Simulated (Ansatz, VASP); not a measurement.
# BAs in VASP and in Ansatz

The input INCAR:

```
SYSTEM = BAs
PREC = Accurate ; ENCUT = 600
EDIFF = 1E-6 ; ISMEAR = -1
SIGMA = 0.01 ; LREAL = .FALSE.
LASPH = .TRUE. ; NELM = 100
ALGO = Normal ; ISIF = 3
LWAVE = .FALSE. ; LCHARG = .FALSE.
GGA = PE ; IVDW = 13
IBRION = 2 ; NSW = 80
EDIFFG = -0.05
```

KPOINTS

```
regular mesh
0
G
  7 7 7
  0 0 0
```

File POSCAR:

```
BAs
1.0
    0.0000000000      2.3885000000      2.3885000000
    2.3885000000      0.0000000000      2.3885000000
    2.3885000000      2.3885000000      0.0000000000
B As
1 1
Direct
    0.0000000000      0.0000000000      0.0000000000
    0.2500000000      0.2500000000      0.2500000000
```

Input for Ansatz:

```yaml
crystal:
  lattice:
    - [0.0, 2.3885, 2.3885]
    - [2.3885, 0.0, 2.3885]
    - [2.3885, 2.3885, 0.0]
  atoms:
    - { symbol: B, position: [0.0, 0.0, 0.0] }
    - { symbol: As, position: [0.25, 0.25, 0.25] }
basis:
  ecutwfc: 517.016338673772
kpoints:
  mp_grid:
    grid: [7, 7, 7]
hamiltonian:
  xc: pbe
  dispersion: d4
scf:
  occupations:
    method: fermi_dirac
    width: 0.01
relax:
  f_tol: 0.05
  cell: {}
```

Alike in both runs: task relaxation of cell and atoms; functional PBE; dispersion D4; k mesh 7 × 7 × 7; occupations fermi-dirac, width 0.01 eV; no spin polarisation.

|  | VASP | Ansatz |
| --- | --- | --- |
| version | VASP 6.6.1 | Ansatz 0.2.0 |
| potentials or method | VASP PAW PBE potentials, release 64 (B, As), cutoff 600 eV | plane waves, PAW |
| valence electrons in the cell | 8 | 18 |

```tsv
	VASP	Ansatz	Ansatz less VASP
relaxed volume (Å³/atom)	13.53	13.46	-0.066
relaxed cell length with the largest relative difference (Å)	3.370	3.364	-0.0055
```

VASP's potentials hold 8 valence electrons a cell and Ansatz's 18, so a difference there can come from the potentials and not from the codes.
